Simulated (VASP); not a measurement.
Y, 1 atom in the cell. The structure is cubic, space group Pm-3m (No. 221). The conventional cell has a = 3.217 Å, b = 3.217 Å, c = 3.217 Å, α = 90.00°, β = 90.00°, γ = 90.00°. Within 4.2 Å of Y (site symmetry m-3m) lie 6 Y at 3.22 Å. This isn't the form of Y at room conditions, which is hcp.

| Property | Result |
| --- | --- |
| Program | VASP 6.6.1 |
| Task | single point |
| Functional | r2SCAN |
| Dispersion | D3(BJ) |
| Potentials or basis | VASP PAW PBE potentials, release 64 (Y_sv) |
| Cutoff | 520 eV |
| k mesh | 8 × 8 × 8 |
| Occupations | fermi-dirac, width 0.05 eV |
| Spin | no spin polarisation |
| Dipole correction | no |
| Further INCAR settings | ALGO = Normal; EDIFF = 1e-06; NBANDS = 12 |

Potentials or basis: VASP PAW PBE potentials, release 64 (Y_sv).

Command:

```sh
$ cat potpaw_PBE.64/Y_sv/POTCAR > POTCAR
$ cp INCAR.step1 INCAR
$ mpirun -np 1 vasp_std > vasp.out
$ cp INCAR.step2 INCAR
$ mpirun -np 1 vasp_std > vasp.out
```

Hardware: 1 thread of Intel(R) Xeon(R) 6975P-C (Granite Rapids), with other jobs on the host.

Task: How long does it take, and how much memory?

Result: Wall time 33 s on 1 thread of Intel(R) Xeon(R) 6975P-C (Granite Rapids), with other jobs on the host, peak memory 0.16 GiB. Counts: k points 35.
